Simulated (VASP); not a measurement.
Crystal: SnSe.

```
Sn Se
1.0
     3.66536    0.00000    0.00000
     0.00000    3.66536    0.00000
     0.00000    0.00000    3.66536
Sn Se
1 1
Direct
  0.00000 0.00000 0.00000
  0.50000 0.50000 0.50000
```

Base run:

- Program: VASP 6.6.1
- Functional: r2SCAN
- Potentials or basis: VASP PAW PBE potentials, release 64 (Sn_d, Se)
- Cutoff: 520 eV
- k mesh: 8 × 8 × 8
- Occupations: fermi-dirac, width 0.02 eV
- Spin: no spin polarisation

Its results: band gap on the k mesh zero (band 10 reaches 6.46 eV, above the bottom of band 11 at 5.22 eV); pressure 0.2 GPa.

Task: The run is repeated on the same cell with these changes: functional from r2SCAN to PBE; further incar settings from ALGO = Normal; EDIFF = 1e-07; NBANDS = 17 to ALGO = Normal; EDIFF = 1e-06; NBANDS = 17. What comes out?

Result: Band gap on the k mesh zero (band 10 reaches 6.60 eV, above the bottom of band 11 at 5.24 eV); pressure 1.0 GPa.

Caveats: spin-orbit coupling is left out, which moves the levels of the heavy elements; the PAW data sets were made with another functional, which shifts forces and pressure a little (some runs).
